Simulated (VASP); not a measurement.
# SrO (P6_3/mmc) in VASP: a series of runs

Runs on SrO. Level: PBE. Tasks: single point.

All numbers are computed with VASP 6.6.1; they aren't measurements. Logs are shortened: lines on timing, memory, paths and dates and some standing lists are left out, and cuts for length are marked.

**1. The cell of the first run**

Symmetry: P6_3/mmc, No. 194, hexagonal system. Conventional cell: a = 3.516 Å, b = 3.516 Å, c = 6.179 Å, α = 90.00°, β = 90.00°, γ = 120.00°. Within 3.4 Å of Sr (site symmetry -3m) lie 6 O at 2.55 Å and 2 Sr at 3.09 Å. O (site symmetry -6m2) has 6 Sr at 2.55 Å within 3.4 Å.

**2. Single point, PBE (volume changed by -6%)**

File INCAR:

```
ALGO     = Normal         # electronic algorithm
EDIFF    = 1E-7           # SCF threshold, eV
ENCUT    = 520            # plane-wave cutoff, eV
GGA      = PE             # functional
ISIF     = 2              # what is computed and relaxed
ISMEAR   = 0              # smearing method
LASPH    = T              # aspherical terms in the spheres
LCHARG   = F              # write CHGCAR
LREAL    = F              # projectors in reciprocal space
LWAVE    = F              # write WAVECAR
NBANDS   = 24             # bands
NELM     = 60             # most SCF steps
PREC     = Accurate       # precision mode
SIGMA    = 0.01           # smearing width, eV
```

File KPOINTS:

```
k-points
0
Gamma
  6 6 4
```

File POSCAR:

```
SrO
1.0
    3.5156314712      0.0000000000      0.0000000000
   -1.7578157356      3.0446261644      0.0000000000
    0.0000000000      0.0000000000      6.1789735305
Sr O
2 2
Direct
    0.0000000000      0.0000000000      0.0000000000
    0.0000000000      0.0000000000      0.5000000000
    0.3333333333      0.6666666667      0.2500000000
    0.6666666667      0.3333333333      0.7500000000
```

Potentials or basis: VASP PAW PBE potentials, release 64 (Sr_sv, O).

Launch:

```sh
> cat potpaw_PBE.64/Sr_sv/POTCAR potpaw_PBE.64/O/POTCAR > POTCAR
> mpirun -np 1 vasp_std > vasp.out
```

OUTCAR:

```text
EDIFF = 1E-7
   ENCUT = 520
   GGA = PE
   ISIF = 2
   ISMEAR = 0
   LASPH = T
   LREAL = F
   NELM = 60
   PREC = Accurate

 ion  position               nearest neighbor table
   1  0.000  0.000  0.000-   3 2.55   4 2.55   3 2.55   4 2.55   4 2.55   3 2.55   2 3.09   2 3.09
                             2 4.68   2 4.68   2 4.68   2 4.68   2 4.68   2 4.68   2 4.68   2 4.68
   2  0.000  0.000  0.500-   3 2.55   4 2.55   3 2.55   4 2.55   4 2.55   3 2.55   1 3.09   1 3.09
                             1 4.68   1 4.68   1 4.68   1 4.68   1 4.68   1 4.68   1 4.68   1 4.68
   3  0.333  0.667  0.250-   1 2.55   2 2.55   1 2.55   2 2.55   1 2.55   2 2.55
   4  0.667  0.333  0.750-   1 2.55   2 2.55   1 2.55   2 2.55   1 2.55   2 2.55

  LATTYP: Found a hexagonal cell.
 ALAT       =     3.5156314712
 C/A-ratio  =     1.7575714580

  Lattice vectors:

 A1 = (   3.5156314712,   0.0000000000,   0.0000000000)
 A2 = (  -1.7578157356,   3.0446261644,   0.0000000000)
 A3 = (   0.0000000000,   0.0000000000,   6.1789735305)

Analysis of symmetry for initial positions (statically):
=====================================================================
 Subroutine PRICEL returns:
 Original cell was already a primitive cell.

 Routine SETGRP: Setting up the symmetry group for a
 hexagonal supercell.

 Subroutine GETGRP returns: Found 24 space group operations
 (whereof 12 operations were pure point group operations)
 out of a pool of 24 trial point group operations.

The static configuration has the point symmetry D_3d.
 The point group associated with its full space group is D_6h.

Analysis of symmetry for dynamics (positions and initial velocities):
=====================================================================
 Subroutine PRICEL returns:
 Original cell was already a primitive cell.

 Routine SETGRP: Setting up the symmetry group for a
 hexagonal supercell.

 Subroutine GETGRP returns: Found 24 space group operations
 (whereof 12 operations were pure point group operations)
 out of a pool of 24 trial point group operations.

The dynamic configuration has the point symmetry D_3d.
 The point group associated with its full space group is D_6h.

 Subroutine INISYM returns: Found 24 space group operations
 (whereof 12 operations are pure point group operations),
 and found     1 'primitive' translations

----------------------------------------------------------------------------------------

                                     Primitive cell

  volume of cell :      66.1384

  direct lattice vectors                    reciprocal lattice vectors
     3.515631471  0.000000000  0.000000000     0.284443921  0.164223774  0.000000000
    -1.757815736  3.044626164  0.000000000     0.000000000  0.328447549  0.000000000
     0.000000000  0.000000000  6.178973531     0.000000000  0.000000000  0.161839178

  length of vectors
     3.515631471  3.515631471  6.178973531     0.328447549  0.328447549  0.161839178

  position of ions in fractional coordinates (direct lattice)
     0.000000000  0.000000000  0.000000000
     0.000000000  0.000000000  0.500000000
     0.333333333  0.666666667  0.250000000
     0.666666667  0.333333333  0.750000000

  ion indices of the primitive-cell ions
   primitive index   ion index
                 1           1
                 2           2
                 3           3
                 4           4

----------------------------------------------------------------------------------------

 KPOINTS: k-points

Automatic generation of k-mesh.
 Grid dimensions read from file:
 generate k-points for:    6    6    4

 Generating k-lattice:

  Cartesian coordinates                     Fractional coordinates (reciprocal lattice)
     0.047407320  0.027370629  0.000000000     0.166666667 -0.000000000  0.000000000
     0.000000000  0.054741258  0.000000000     0.000000000  0.166666667  0.000000000
     0.000000000  0.000000000  0.040459795     0.000000000  0.000000000  0.250000000

  Length of vectors
     0.054741258  0.054741258  0.040459795

  Shift w.r.t. Gamma in fractional coordinates (k-lattice)
     0.000000000  0.000000000  0.000000000

 Subroutine IBZKPT returns following result:
 ===========================================

 Found     21 irreducible k-points:

 Following reciprocal coordinates:
            Coordinates               Weight
  0.000000  0.000000  0.000000      1.000000
  0.166667 -0.000000  0.000000      6.000000
  0.333333 -0.000000  0.000000      6.000000
  0.500000 -0.000000  0.000000      3.000000
  0.166667  0.166667  0.000000      6.000000
  0.333333  0.166667  0.000000     12.000000
[... 13 lines left out ...]
  0.333333  0.166667  0.500000     12.000000
  0.333333  0.333333  0.500000      2.000000
   k-points           NKPTS =     21   k-points in BZ     NKDIM =     21   number of bands    NBANDS=     24
   number of dos      NEDOS =    301   number of ions     NIONS =      4
   total plane-waves  NPLWV =  37632
   dimension x,y,z NGX =    28 NGY =   28 NGZ =   48
   dimension x,y,z NGXF=    56 NGYF=   56 NGZF=   96
   ions per type =               2   2
   NGX,Y,Z   is equivalent  to a cutoff of  13.24, 13.24, 12.91 a.u.
   NGXF,Y,Z  is equivalent  to a cutoff of  26.48, 26.48, 25.83 a.u.
 SYSTEM =  unknown system
   PREC   = accura    normal or accurate (medium, high low for compatibility)
   ISTART =      0    job   : 0-new  1-cont  2-samecut
   ICHARG =      2    charge: 1-file 2-atom 10-const
   ISPIN  =      1    spin polarized calculation?
   LNONCOLLINEAR =      F non collinear calculations
   LSORBIT =      F    spin-orbit coupling
   LASPH  =      T    aspherical Exc in radial PAW
   ENCUT  =  520.0 eV  38.22 Ry    6.18 a.u.   6.54  6.54 11.49*2*pi/ulx,y,z
   NELM   =     60;   NELMIN=  2; NELMDL= -5     # of ELM steps
   EDIFF  = 0.1E-06   stopping-criterion for ELM
   LREAL  =      F    real-space projection
   EDIFFG = 0.1E-05   stopping-criterion for IOM
   NSW    =      0    number of steps for IOM
   IBRION =     -1    ionic relax: 0-MD 1-quasi-New 2-CG
   NFREE  =      0    steps in history (QN), initial steepest desc. (CG)
   ISIF   =      2    stress and relaxation
   ISYM   =      2    0-nonsym 1-usesym 2-fastsym
   POTIM  = 0.5000    time-step for ionic-motion
   TEBEG  =    0.0;   TEEND  =   0.0 temperature during run
   PSTRESS=    0.0 pullay stress
   NELECT =      32.0000    total number of electrons
   NUPDOWN=      -1.0000    fix difference up-down
   EMIN   =  10.00;   EMAX   =-10.00  energy-range for DOS
   EFERMI =   0.00;   METHOD = LEGACY
   ISMEAR =     0;   SIGMA  =   0.01  broadening in eV -4-tet -1-fermi 0-gaus
   EFERMI_NEDOS =   21; number of points for ismear=-14 and -15
   IALGO  =     38    algorithm
   IMIX   =      4    mixing-type and parameters
     AMIX     =   0.40;   BMIX     =  1.00
     AMIX_MAG =   1.60;   BMIX_MAG =  1.00
  volume/ion in A,a.u.               =      16.53       111.58
  Fermi-wavevector in a.u.,A,eV,Ry     =   1.285209  2.428692 22.473573  1.651761
  Thomas-Fermi vector in A             =   2.417356
   LORBIT       =      0    0 simple, 1 ext, 2 COOP (PROOUT), +10 PAW based schemes
   GGA     = PE    functional components
   LHFCALC =     F    Hartree Fock is set to
   AEXX    =    0.0000 exact exchange contribution
   IVDW    =     0    specifies the selected vdW correction
   LEPSILON=     F    determine dielectric tensor
   LRPA    =     F    only Hartree local field effects (RPA)
 non-spin polarized calculation
 Gauss-broadening in eV      SIGMA  =   0.01
  energy-cutoff  :      520.00
  volume of cell :       66.14
 maximum number of plane-waves:      1823
 NGX is ok and might be reduce to    28
   NGX = 13   NGY = 13   NGZ = 23

 number of electron      32.0000000 magnetization

 Free energy of the ion-electron system (eV)
  ---------------------------------------------------
  ext. energy  EPLUGINS =         0.00000000
  ---------------------------------------------------
  free energy    TOTEN  =       -23.40990021 eV

  energy without entropy =      -23.40990021  energy(sigma->0) =      -23.40990021

 E-fermi :   2.0069     XC(G=0): -10.1496

 val. band max:        1.9079997159   @ k =   0.3333   0.3333   0.0000
 cond. band min:       5.3868711801   @ k =   0.0000   0.0000   0.0000
 fundamental gap:      3.4788714643
 Fermi energy:         2.0068743497

 k-point     1 :       0.0000    0.0000    0.0000
  band No.  band energies     occupation
      1     -30.8301      2.00000
      2     -30.5869      2.00000
      3     -15.2793      2.00000
      4     -13.2894      2.00000
      5     -12.4261      2.00000
      6     -12.4261      2.00000
[... 16 lines left out ...]
     23       9.4427      0.00000
     24      10.1352      0.00000

 k-point     2 :       0.1667   -0.0000    0.0000
  band No.  band energies     occupation
      1     -30.7963      2.00000
      2     -30.5589      2.00000
      3     -15.0807      2.00000
      4     -13.8790      2.00000
      5     -12.4925      2.00000
      6     -12.4595      2.00000
[... 16 lines left out ...]
     23       9.7965      0.00000
     24      11.1603      0.00000

 k-point     3 :       0.3333   -0.0000    0.0000
  band No.  band energies     occupation
      1     -30.7278      2.00000
      2     -30.5022      2.00000
      3     -14.7946      2.00000
      4     -14.2695      2.00000
      5     -12.9402      2.00000
      6     -12.6212      2.00000
[... 16 lines left out ...]
     23      11.3030      0.00000
     24      11.5016      0.00000

 k-point     4 :       0.5000   -0.0000    0.0000
  band No.  band energies     occupation
      1     -30.6930      2.00000
      2     -30.4735      2.00000
      3     -14.9761      2.00000
      4     -13.6401      2.00000
      5     -13.2723      2.00000
      6     -13.1642      2.00000
[... 16 lines left out ...]
     23      12.2806      0.00000
     24      13.1529      0.00000

 k-point     5 :       0.1667    0.1667    0.0000
  band No.  band energies     occupation
      1     -30.7451      2.00000
      2     -30.5165      2.00000
      3     -14.7270      2.00000
      4     -14.3714      2.00000
      5     -12.7868      2.00000
      6     -12.7764      2.00000
[... 16 lines left out ...]
     23      10.6346      0.00000
     24      11.3910      0.00000

 k-point     6 :       0.3333    0.1667    0.0000
  band No.  band energies     occupation
      1     -30.6931      2.00000
      2     -30.4735      2.00000
      3     -14.7643      2.00000
      4     -14.0825      2.00000
      5     -13.3635      2.00000
      6     -13.0439      2.00000
[... 16 lines left out ...]
     23      11.2402      0.00000
     24      12.4920      0.00000
[... 298 lines left out ...]
 k-point    18 :       0.5000   -0.0000    0.5000
  band No.  band energies     occupation
      1     -30.5851      2.00000
      2     -30.5851      2.00000
      3     -14.4640      2.00000
      4     -14.4640      2.00000
      5     -12.9127      2.00000
      6     -12.9127      2.00000
[... 16 lines left out ...]
     23      11.7160      0.00000
     24      11.7160      0.00000

 k-point    19 :       0.1667    0.1667    0.5000
  band No.  band energies     occupation
      1     -30.6329      2.00000
      2     -30.6329      2.00000
      3     -14.3627      2.00000
      4     -14.3627      2.00000
      5     -12.8938      2.00000
      6     -12.8938      2.00000
[... 16 lines left out ...]
     23      11.0551      0.00000
     24      11.0551      0.00000

 k-point    20 :       0.3333    0.1667    0.5000
  band No.  band energies     occupation
      1     -30.5852      2.00000
      2     -30.5852      2.00000
      3     -14.3920      2.00000
      4     -14.3920      2.00000
      5     -12.9209      2.00000
      6     -12.9209      2.00000
[... 16 lines left out ...]
     23      11.1491      0.00000
     24      11.1491      0.00000

 k-point    21 :       0.3333    0.3333    0.5000
  band No.  band energies     occupation
      1     -30.5692      2.00000
      2     -30.5692      2.00000
      3     -14.3384      2.00000
      4     -14.3384      2.00000
      5     -13.0539      2.00000
      6     -13.0539      2.00000
[... 16 lines left out ...]
     23      10.8124      0.00000
     24      10.8124      0.00000

------------------------ aborting loop because EDIFF is reached ----------------------------------------

  FORCE on cell =-STRESS in cart. coord.  units (eV):
  Direction    XX          YY          ZZ          XY          YZ          ZX
  --------------------------------------------------------------------------------------
  -------------------------------------------------------------------------------------
  Total        2.5591733      2.5591733      2.9211731      0.0000000     -0.0000000      0.0000000
  in kB       61.9949943     61.9949943     70.7643006      0.0000000     -0.0000000      0.0000000
  external PRESSURE =      64.9180964 kB  Pullay stress =       0.0000000 kB

 VOLUME and BASIS-vectors are now :
 -----------------------------------------------------------------------------
  energy-cutoff  :      520.00
  volume of cell :       66.14
      direct lattice vectors                 reciprocal lattice vectors
     3.515631471  0.000000000  0.000000000     0.284443921  0.164223774  0.000000000
    -1.757815736  3.044626164  0.000000000     0.000000000  0.328447549  0.000000000
     0.000000000  0.000000000  6.178973531     0.000000000  0.000000000  0.161839178

 POSITION                                       TOTAL-FORCE (eV/Angst)
 -----------------------------------------------------------------------------------
      0.00000      0.00000      0.00000         0.000000      0.000000      0.000000
      0.00000      0.00000      3.08949         0.000000      0.000000      0.000000
     -0.00000      2.02975      1.54474        -0.000000      0.000000      0.000000
      1.75782      1.01488      4.63423         0.000000     -0.000000      0.000000
 -----------------------------------------------------------------------------------
    total drift:                                0.000000     -0.000000      0.000000

  FREE ENERGIE OF THE ION-ELECTRON SYSTEM (eV)
  ---------------------------------------------------
  free  energy   TOTEN  =       -23.4099002092 eV

  energy  without entropy=      -23.4099002092  energy(sigma->0) =      -23.40990021
```

Run time: 32 s. Hardware: 1 thread of Intel Xeon Platinum 8488C (Sapphire Rapids), shared host; peak memory 0.19 GiB.

What came out:

- Free energy: -23.4099 eV
- Pressure: 6.5 GPa
- Band gap on the k mesh: 3.48 eV, indirect (least direct gap 3.49 eV)

Levels at points of the mesh, in eV from the valence-band top:
| k point | band 12 | band 13 | band 14 | band 15 | band 16 | band 17 | band 18 | band 19 | band 20 | band 21 |
| --- | --- | --- | --- | --- | --- | --- | --- | --- | --- | --- |
| (0.00, 0.00, 0.00) | -1.06 | -1.06 | -0.14 | -0.01 | -0.01 | 3.48 | 4.56 | 6.65 | 6.65 | 7.02 |
| (0.50, 0.00, 0.00) | -1.58 | -1.21 | -0.54 | -0.23 | -0.09 | 3.65 | 5.82 | 7.06 | 7.64 | 8.59 |
| (0.00, 0.00, 0.50) | -1.36 | -0.57 | -0.57 | -0.57 | -0.57 | 5.50 | 5.50 | 6.74 | 6.74 | 7.35 |
| (0.50, 0.00, 0.50) | -1.45 | -0.88 | -0.88 | -0.65 | -0.65 | 4.89 | 4.89 | 8.46 | 8.46 | 8.88 |

 A k mesh can miss the band edges.

(Part 1 of 2 ends here.)
